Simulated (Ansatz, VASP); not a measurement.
## One calculation of MgI2, two programs

File POSCAR:

```
MgI2
1.0
    0.0000000000      3.6175100672      3.7571231621
    3.6175100672      0.0000000000      3.7571231621
    3.6175100672      3.6175100672      0.0000000000
Mg I
1 2
Direct
    0.0000000000      0.0000000000      0.0000000000
    0.2500000000      0.2500000000      0.2500000000
    0.7500000000      0.7500000000      0.7500000000
```

The input INCAR.step1:

```
PREC = Accurate
ENCUT = 520
EDIFF = 1E-5
ISMEAR = 0
SIGMA = 0.01
LREAL = False
LASPH = True
NELM = 100
ALGO = Normal
ISIF = 2
LWAVE = True
LCHARG = False
NBANDS = 15
GGA = PE
```

The input INCAR.step2:

```
PREC = Accurate
ENCUT = 520
EDIFF = 1E-6
ISMEAR = 0
SIGMA = 0.01
LREAL = False
LASPH = True
NELM = 100
ALGO = Normal
ISIF = 2
LWAVE = False
LCHARG = False
GGA = PE
LHFCALC = True
HFSCREEN = 0.2079
PRECFOCK = Normal
NBANDS = 15
ISTART = 1
```

The input KPOINTS:

```
regular mesh
0
Gamma
  4 4 4
```

Input for Ansatz:

```yaml
crystal:
  lattice:
    - [0.0, 3.6175100672, 3.7571231621]
    - [3.6175100672, 0.0, 3.7571231621]
    - [3.6175100672, 3.6175100672, 0.0]
  atoms:
    - { symbol: Mg, position: [0.0, 0.0, 0.0] }
    - { symbol: I, position: [0.25, 0.25, 0.25] }
    - { symbol: I, position: [0.75, 0.75, 0.75] }
kpoints:
  mp_grid: { grid: [4, 4, 4] }
  band_path:
    path:
      - [0.0, 0.0, 0.0]
      - [0.5, 0.0, 0.5]
      - [0.625, 0.25, 0.625]
      - [0.375, 0.375, 0.75]
      - [0.5, 0.5, 0.5]
      - [0.5, 0.25, 0.75]
      - [0.0, 0.5, 0.5]
    npoints: 1
hamiltonian:
  xc: hse06
scf:
  occupations: { method: fixed }
  n_extra_bands: 4
output:
  forces: true
  stress: true
  eigenvalues: true
```

Change from the starting cell: epitaxial_xy strain -3.7%.

Alike in both runs: task single point; functional HSE06; k mesh 4 × 4 × 4; no spin polarisation.

|  | VASP | Ansatz |
| --- | --- | --- |
| version | VASP 6.6.1 | Ansatz 0.2.0 |
| potentials or method | VASP PAW PBE potentials, release 64 (Mg, I) | plane waves, PAW |
| plane-wave cutoff (eV) | 520 | 420 |
| occupations | gaussian, width 0.01 eV | fixed |
| valence electrons in the cell | 16 | 44 |

|  | VASP | Ansatz | Ansatz less VASP |
| --- | --- | --- | --- |
| gap on the k mesh at the Fermi level (eV) | 1.38 | 1.41 | +0.026 |
| pressure (GPa) | 2.1 | 2.2 | +0.15 |
| traceless stress, the component that is largest in VASP (GPa) | -2.68 | -2.69 | -0.006 |

VASP's potentials hold 16 valence electrons a cell and Ansatz's 44, so a difference there can come from the potentials and not from the codes. Ansatz's warnings: stress exchange threshold loose, stress scf threshold loose.

Spin-orbit coupling is off throughout.
